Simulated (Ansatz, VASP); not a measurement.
One calculation of NaI, two programs

Contents of INCAR:

```
PREC = Accurate
ENCUT = 500
EDIFF = 1E-6
ISMEAR = 0
SIGMA = 0.1
LREAL = False
LASPH = True
NELM = 120
ALGO = Normal
ISIF = 2
LWAVE = False
LCHARG = False
GGA = PE
NBANDS = 14
GGA_COMPAT = False
```

KPOINTS

```
regular mesh
0
Gamma
  6 6 6
```

File POSCAR:

```
NaI
1.0
    0.0000000000      3.0276540364      3.0276540364
    3.0276540364      0.0000000000      3.0276540364
    3.0276540364      3.0276540364      0.0000000000
Na I
1 1
Direct
    0.0000000000      0.0000000000      0.0000000000
    0.5000000000      0.5000000000      0.5000000000
```

Input for Ansatz:

```yaml
crystal:
  lattice:
    - [0.0, 3.0276540364, 3.0276540364]
    - [3.0276540364, 0.0, 3.0276540364]
    - [3.0276540364, 3.0276540364, 0.0]
  atoms:
    - { symbol: Na, position: [0.0, 0.0, 0.0] }
    - { symbol: I, position: [0.5, 0.5, 0.5] }
basis:
  ecutwfc: 420
kpoints:
  mp_grid: { grid: [6, 6, 6] }
hamiltonian:
  xc: pbe
scf:
  occupations: { method: gaussian, width: 0.1 }
output:
  forces: true
  stress: true
  eigenvalues: true
```

Alike in both runs: task single point; functional PBE; k mesh 6 × 6 × 6; occupations gaussian, width 0.1 eV; no spin polarisation.

```csv
,VASP,Ansatz
version,VASP 6.6.1,Ansatz 0.2.0
potentials or method,"VASP PAW PBE potentials, release 64 (Na_pv, I), cutoff 500 eV","scalar-relativistic, plane waves, PAW"
valence electrons in the cell,14,26
```

```csv
,VASP,Ansatz,Ansatz less VASP
gap on the k mesh at the Fermi level (eV),4.28,4.29,+0.005
least direct gap on the mesh (eV),4.28,4.29,+0.005
pressure (GPa),5.9,5.8,-0.04
```

VASP's potentials hold 14 valence electrons a cell and Ansatz's 26, so a difference there can come from the potentials and not from the codes.

Spin-orbit coupling is off throughout.
